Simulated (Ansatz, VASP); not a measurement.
**Two plane-wave programs on MnGa4**

```
Mn Ga
1.0
    -2.72442    2.72442    2.72442
     2.72442   -2.72442    2.72442
     2.72442    2.72442   -2.72442
Mn Ga
1 4
Direct
  0.00000 0.00000 0.00000
  0.00000 0.00000 0.50000
  0.00000 0.50000 0.00000
  0.50000 0.00000 0.00000
  0.50000 0.50000 0.50000
```

Alike in both runs: functional LDA; k mesh 10 × 10 × 10; occupations gaussian, width 0.1 eV; collinear spin.

Ansatz relaxed the structure, and its values are those at the end. VASP's run is a single point on that final structure, the one shown.

|  | VASP | Ansatz |
| --- | --- | --- |
| version | VASP 6.6.1 | Ansatz 0.2.0 |
| potentials or method | VASP PAW LDA potentials, release 64 (Mn_pv, Ga_d), cutoff 520 eV | scalar-relativistic, plane waves, PAW |
| valence electrons in the cell | 65 | 67 |

VASP gave:

- gap on the k mesh at the Fermi level (eV): none
- pressure (GPa): 0.4
- net moment per atom (μB): 0.07
- size of the moment on the site where the two differ most (μB): 0.38

**Question.** Which values does Ansatz return?

**Answer.** gap on the k mesh at the Fermi level (eV): none; pressure (GPa): 0.0; net moment per atom (μB): 0.08; size of the moment on the site where the two differ most (μB): 0.41.

LDA's correlation is that of Perdew and Zunger in VASP and of Perdew and Wang (1992) in Ansatz. Site moments also hang on the region over which each program counts them. A gap of «none» marks a metal or a gap that the smearing closes. VASP's potentials hold 65 valence electrons a cell and Ansatz's 67, so a difference there can come from the potentials and not from the codes.
